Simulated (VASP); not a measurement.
# Al2Cu (I4/mmm) in VASP: a series of runs

Al2Cu is run at these levels: PBEsol; tasks: single point, relaxation of cell and atoms.

Program: VASP 6.6.1. These are calculated values, not measurements. Logs are shortened: lines on timing, memory, paths and dates and some standing lists are left out, and cuts for length are marked.

## Step 1: The cell of the first run

The structure is tetragonal, space group I4/mmm (No. 139). Conventional cell: a = 4.065 Å, b = 4.065 Å, c = 5.675 Å, α = 90.00°, β = 90.00°, γ = 90.00°. Al (site symmetry -4m2) has 4 Cu at 2.48 Å and 6 Al at 2.84 to 2.87 Å within 3.3 Å. Cu (site symmetry 4/mmm) has 8 Al at 2.48 Å within 3.3 Å.

## Step 2: Single point, PBEsol

File INCAR:

```
PREC = Accurate
ENCUT = 600
EDIFF = 1E-6
ISMEAR = 0
SIGMA = 0.05
LREAL = F
LASPH = T
NELM = 120
ALGO = Normal
ISIF = 2
LWAVE = F
LCHARG = T
GGA = PS
LELF = T
LVHAR = T
NBANDS = 16
GGA_COMPAT = F
```

File KPOINTS:

```
Automatic mesh
0
Gamma
  5 5 6
```

File POSCAR:

```
Al2Cu
1.0
   -2.0326599789      2.0326599789      2.8376275804
    2.0326599789     -2.0326599789      2.8376275804
    2.0326599789      2.0326599789     -2.8376275804
Al Cu
2 1
Direct
    0.7500000000      0.2500000000      0.5000000000
    0.2500000000      0.7500000000      0.5000000000
    0.5000000000      0.5000000000      0.0000000000
```

Potentials or basis: VASP PAW PBE potentials, release 64 (Al, Cu).

On the command line:

```bash
cat potpaw_PBE.64/Al/POTCAR potpaw_PBE.64/Cu/POTCAR > POTCAR
mpirun -np 1 vasp_std > vasp.out
```

OUTCAR:

```text
PREC = Accurate
   ENCUT = 600
   EDIFF = 1E-6
   ISMEAR = 0
   LREAL = F
   LASPH = T
   NELM = 120
   ISIF = 2
   GGA = PS

 ion  position               nearest neighbor table
   1  0.750  0.250  0.500-   3 2.48   3 2.48   3 2.48   3 2.48   2 2.84   2 2.84   2 2.87   2 2.87
                             2 2.87   2 2.87
   2  0.250  0.750  0.500-   3 2.48   3 2.48   3 2.48   3 2.48   1 2.84   1 2.84   1 2.87   1 2.87
                             1 2.87   1 2.87
   3  0.500  0.500  0.000-   2 2.48   1 2.48   1 2.48   2 2.48   1 2.48   2 2.48   2 2.48   1 2.48

  LATTYP: Found a body centered tetragonal cell.
 ALAT       =     4.0653199578
 C/A-ratio  =     1.3960168498

  Lattice vectors:

 A1 = (  -2.0326599789,   2.0326599789,   2.8376275804)
 A2 = (   2.0326599789,  -2.0326599789,   2.8376275804)
 A3 = (   2.0326599789,   2.0326599789,  -2.8376275804)

Analysis of symmetry for initial positions (statically):
=====================================================================
 Subroutine PRICEL returns:
 Original cell was already a primitive cell.

 Routine SETGRP: Setting up the symmetry group for a
 body centered tetragonal supercell.

 Subroutine GETGRP returns: Found 16 space group operations
 (whereof 16 operations were pure point group operations)
 out of a pool of 16 trial point group operations.

The static configuration has the point symmetry D_4h.

Analysis of symmetry for dynamics (positions and initial velocities):
=====================================================================
 Subroutine PRICEL returns:
 Original cell was already a primitive cell.

 Routine SETGRP: Setting up the symmetry group for a
 body centered tetragonal supercell.

 Subroutine GETGRP returns: Found 16 space group operations
 (whereof 16 operations were pure point group operations)
 out of a pool of 16 trial point group operations.

The dynamic configuration has the point symmetry D_4h.

 Subroutine INISYM returns: Found 16 space group operations
 (whereof 16 operations are pure point group operations),
 and found     1 'primitive' translations

----------------------------------------------------------------------------------------

                                     Primitive cell

  volume of cell :      46.8970

  direct lattice vectors                    reciprocal lattice vectors
    -2.032659979  2.032659979  2.837627580     0.000000000  0.245983099  0.176203531
     2.032659979 -2.032659979  2.837627580     0.245983099  0.000000000  0.176203531
     2.032659979  2.032659979 -2.837627580     0.245983099  0.245983099  0.000000000

  length of vectors
     4.039250359  4.039250359  4.039250359     0.302581178  0.302581178  0.347872634

  position of ions in fractional coordinates (direct lattice)
     0.750000000  0.250000000  0.500000000
     0.250000000  0.750000000  0.500000000
     0.500000000  0.500000000  0.000000000

  ion indices of the primitive-cell ions
   primitive index   ion index
                 1           1
                 2           2
                 3           3

----------------------------------------------------------------------------------------

 KPOINTS: Automatic mesh

Automatic generation of k-mesh.
 Grid dimensions read from file:
 generate k-points for:    5    5    6

 Generating k-lattice:

  Cartesian coordinates                     Fractional coordinates (reciprocal lattice)
     0.000000000  0.049196620  0.035240706     0.200000000 -0.000000000  0.000000000
     0.049196620  0.000000000  0.035240706    -0.000000000  0.200000000  0.000000000
     0.040997183  0.040997183  0.000000000     0.000000000  0.000000000  0.166666667

  Length of vectors
     0.060516236  0.060516236  0.057978772

  Shift w.r.t. Gamma in fractional coordinates (k-lattice)
     0.000000000  0.000000000  0.000000000

 -----------------------------------------------------------------------------
|                                                                             |
|           W    W    AA    RRRRR   N    N  II  N    N   GGGG   !!!           |
|           W    W   A  A   R    R  NN   N  II  NN   N  G    G  !!!           |
|           W    W  A    A  R    R  N N  N  II  N N  N  G       !!!           |
|           W WW W  AAAAAA  RRRRR   N  N N  II  N  N N  G  GGG   !            |
|           WW  WW  A    A  R   R   N   NN  II  N   NN  G    G                |
|           W    W  A    A  R    R  N    N  II  N    N   GGGG   !!!           |
|                                                                             |
|     Your reciprocal lattice and k-lattice belong to different lattice       |
|     classes:                                                                |
|                                                                             |
|        The reciprocal lattice is body-centered tetragonal,                  |
|        whereas your k-lattice is base-centered monoclinic.                  |
|                                                                             |
|     Results are often still useful ...                                      |
|                                                                             |
 -----------------------------------------------------------------------------

 WARNING: IBZKPT: internal override: KBLOWUP is changed to .FALSE.
      ... skipping the blow-up phase ...

 Subroutine IBZKPT returns following result:
 ===========================================

 Found     48 irreducible k-points:

 Following reciprocal coordinates:
            Coordinates               Weight
  0.000000  0.000000  0.000000      1.000000
  0.200000  0.000000 -0.000000      4.000000
  0.400000 -0.000000 -0.000000      4.000000
  0.200000  0.200000 -0.000000      2.000000
  0.400000  0.200000 -0.000000      4.000000
 -0.400000  0.200000  0.000000      4.000000
[... 16 lines left out ...]
 -0.200000 -0.400000  0.166667      4.000000
 -0.200000 -0.200000  0.166667      2.000000
 [... further k-points ...]
   k-points           NKPTS =     48   k-points in BZ     NKDIM =     48   number of bands    NBANDS=     16
   number of dos      NEDOS =    301   number of ions     NIONS =      3
   total plane-waves  NPLWV =  32768
   dimension x,y,z NGX =    32 NGY =   32 NGZ =   32
   dimension x,y,z NGXF=    64 NGYF=   64 NGZF=   64
   ions per type =               2   1
   NGX,Y,Z   is equivalent  to a cutoff of  13.17, 13.17, 13.17 a.u.
   NGXF,Y,Z  is equivalent  to a cutoff of  26.34, 26.34, 26.34 a.u.
 SYSTEM =  unknown system
   PREC   = accura    normal or accurate (medium, high low for compatibility)
   ISTART =      0    job   : 0-new  1-cont  2-samecut
   ICHARG =      2    charge: 1-file 2-atom 10-const
   ISPIN  =      1    spin polarized calculation?
   LNONCOLLINEAR =      F non collinear calculations
   LSORBIT =      F    spin-orbit coupling
   LASPH  =      T    aspherical Exc in radial PAW
   ENCUT  =  600.0 eV  44.10 Ry    6.64 a.u.   8.07  8.07  8.07*2*pi/ulx,y,z
   NELM   =    120;   NELMIN=  2; NELMDL= -5     # of ELM steps
   EDIFF  = 0.1E-05   stopping-criterion for ELM
   LREAL  =      F    real-space projection
   EDIFFG = 0.1E-04   stopping-criterion for IOM
   NSW    =      0    number of steps for IOM
   IBRION =     -1    ionic relax: 0-MD 1-quasi-New 2-CG
   NFREE  =      0    steps in history (QN), initial steepest desc. (CG)
   ISIF   =      2    stress and relaxation
   ISYM   =      2    0-nonsym 1-usesym 2-fastsym
   POTIM  = 0.5000    time-step for ionic-motion
   TEBEG  =    0.0;   TEEND  =   0.0 temperature during run
   PSTRESS=    0.0 pullay stress
   NELECT =      17.0000    total number of electrons
   NUPDOWN=      -1.0000    fix difference up-down
   EMIN   =  10.00;   EMAX   =-10.00  energy-range for DOS
   EFERMI =   0.00;   METHOD = LEGACY
   ISMEAR =     0;   SIGMA  =   0.05  broadening in eV -4-tet -1-fermi 0-gaus
   EFERMI_NEDOS =   21; number of points for ismear=-14 and -15
   IALGO  =     38    algorithm
   IMIX   =      4    mixing-type and parameters
     AMIX     =   0.40;   BMIX     =  1.00
     AMIX_MAG =   1.60;   BMIX_MAG =  1.00
  volume/ion in A,a.u.               =      15.63       105.49
  Fermi-wavevector in a.u.,A,eV,Ry     =   1.167283  2.205845 18.538615  1.362550
  Thomas-Fermi vector in A             =   2.303785
   LORBIT       =      0    0 simple, 1 ext, 2 COOP (PROOUT), +10 PAW based schemes
   GGA     = PS    functional components
   LHFCALC =     F    Hartree Fock is set to
   AEXX    =    0.0000 exact exchange contribution
   IVDW    =     0    specifies the selected vdW correction
   LEPSILON=     F    determine dielectric tensor
   LRPA    =     F    only Hartree local field effects (RPA)
 non-spin polarized calculation
 Gauss-broadening in eV      SIGMA  =   0.05
  energy-cutoff  :      600.00
  volume of cell :       46.90
 maximum number of plane-waves:      1580
   NGX = 17   NGY = 17   NGZ = 17

 number of electron      17.0000011 magnetization

 Free energy of the ion-electron system (eV)
  ---------------------------------------------------
  ext. energy  EPLUGINS =         0.00000000
  ---------------------------------------------------
  free energy    TOTEN  =       -12.99754838 eV

  energy without entropy =      -12.99626501  energy(sigma->0) =      -12.99690669

 E-fermi :   6.9855     XC(G=0): -10.6388

 val. band max:        6.9834963079   @ k =   0.4000   0.0000   0.1667
 cond. band min:       7.0425984199   @ k =  -0.2000   0.0000   0.3333
 fundamental gap:      0.0591021120
 Fermi energy:         6.9855375184

 k-point     1 :       0.0000    0.0000    0.0000
  band No.  band energies     occupation
      1      -3.1983      2.00000
      2       2.4663      2.00000
      3       2.4792      2.00000
      4       2.4792      2.00000
      5       3.0345      2.00000
      6       3.0553      2.00000
[... 8 lines left out ...]
     15      13.9979      0.00000
     16      14.4241      0.00000
[... 419 lines left out ...]
 k-point    24 :      -0.2000   -0.2000    0.1667
  band No.  band energies     occupation
      1      -2.4465      2.00000
      2       2.2568      2.00000
      3       2.5877      2.00000
      4       2.5925      2.00000
      5       2.9334      2.00000
      6       3.0918      2.00000
[... 8 lines left out ...]
     15      14.6083      0.00000
     16      15.2604      0.00000

 [... further k-points ...]

------------------------ aborting loop because EDIFF is reached ----------------------------------------

  FORCE on cell =-STRESS in cart. coord.  units (eV):
  Direction    XX          YY          ZZ          XY          YZ          ZX
  --------------------------------------------------------------------------------------
  -------------------------------------------------------------------------------------
  Total        0.0031044      0.0031044      0.2223553      0.0000000      0.0000000      0.0000000
  in kB        0.1060572      0.1060572      7.5964925      0.0000000      0.0000000      0.0000000
  external PRESSURE =       2.6028690 kB  Pullay stress =       0.0000000 kB

 VOLUME and BASIS-vectors are now :
 -----------------------------------------------------------------------------
  energy-cutoff  :      600.00
  volume of cell :       46.90
      direct lattice vectors                 reciprocal lattice vectors
    -2.032659979  2.032659979  2.837627580     0.000000000  0.245983099  0.176203531
     2.032659979 -2.032659979  2.837627580     0.245983099  0.000000000  0.176203531
     2.032659979  2.032659979 -2.837627580     0.245983099  0.245983099  0.000000000

 POSITION                                       TOTAL-FORCE (eV/Angst)
 -----------------------------------------------------------------------------------
      0.00000      2.03266      1.41881         0.000000     -0.000000     -0.000000
      2.03266      0.00000      1.41881        -0.000000      0.000000      0.000000
      0.00000      0.00000      2.83763        -0.000000      0.000000     -0.000000
 -----------------------------------------------------------------------------------
    total drift:                               -0.000000      0.000000     -0.000000

  FREE ENERGIE OF THE ION-ELECTRON SYSTEM (eV)
  ---------------------------------------------------
  free  energy   TOTEN  =       -12.9975483804 eV

  energy  without entropy=      -12.9962650093  energy(sigma->0) =      -12.99690669
```

Run time: 17 s. Hardware: 1 thread of Intel Xeon 6975P-C (Granite Rapids), shared host; peak memory 0.19 GiB.

Results:

```
Free energy            : -12.9975 eV
Pressure               : 0.3 GPa
Band gap on the k mesh : zero (an odd number of electrons rules out a gap without spin polarisation)
```

Stress tensor (GPa, compression positive):
```
0.01 0.00 0.00
0.00 0.01 0.00
0.00 0.00 0.76
```

Levels at points of the mesh, in eV from the Fermi level:
```
           k point  band 5  band 6  band 7  band 8  band 9  band 10  band 11  band 12  band 13  band 14
(0.00, 0.00, 0.00)   -3.95   -3.93    3.00    3.00    3.00     3.10     3.14     3.14     4.52     7.01
(0.00, 0.00, 0.50)   -4.00   -3.78   -3.67   -1.89   -1.80     0.57     1.65     9.17    10.68    11.12
```

Caveat: the k points lie up to 0.36 Å⁻¹ apart, too coarse for converged energies and pressures of a metal; the PAW data sets were made with another functional, which shifts forces and pressure a little.

[end of part 1 of 2]
